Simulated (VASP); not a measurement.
A run of VASP 6.6.1 is set up as follows.

INCAR

```
SYSTEM = Al
PREC = Accurate
ENCUT = 520
EDIFF = 1E-6
ISMEAR = 0
SIGMA = 0.15
LREAL = .FALSE.
LASPH = .TRUE.
NELM = 60
ALGO = Fast
ISIF = 2
LWAVE = .FALSE.
LCHARG = .FALSE.
GGA = PE
NBANDS = 14
```

Contents of KPOINTS:

```
Automatic mesh
0
G
  16 16 5
  0 0 0
```

File POSCAR:

```
Al
1.0
   -1.6174623135      1.6174623135     -1.6174623135
   -1.6174623135     -1.6174623135      1.6174623135
   -1.4557160822      5.3376256347      7.6020728736
Al
4
Direct
   -0.0875000000     -0.7000000000      0.8750000000
    0.4875000000      0.4000000000      0.1250000000
   -0.0375000000     -0.3000000000      0.3750000000
    0.4375000000      0.0000000000      0.6250000000
```

Potentials or basis: VASP PAW PBE potentials, release 64 (Al).

The run is started by

```sh
$ cat potpaw_PBE.64/Al/POTCAR > POTCAR
$ mpirun -np 1 vasp_std > vasp.out
```

**Question.** What does it give for the band gap on the k mesh?

**Answer.** Zero (bands 6 and 7 overlap by 6.42 eV).

**Question.** Predict the pressure.

**Answer.** 0.1 GPa.

**Question.** Predict the largest force.

**Answer.** 0.090 eV/Å.

Stress tensor (GPa, compression positive):
```
-0.39 -0.23 -0.12
-0.23  0.51 -0.55
-0.12 -0.55  0.09
```

Caveat: the cell differs from its parent crystal (the part above a cut slid along it).
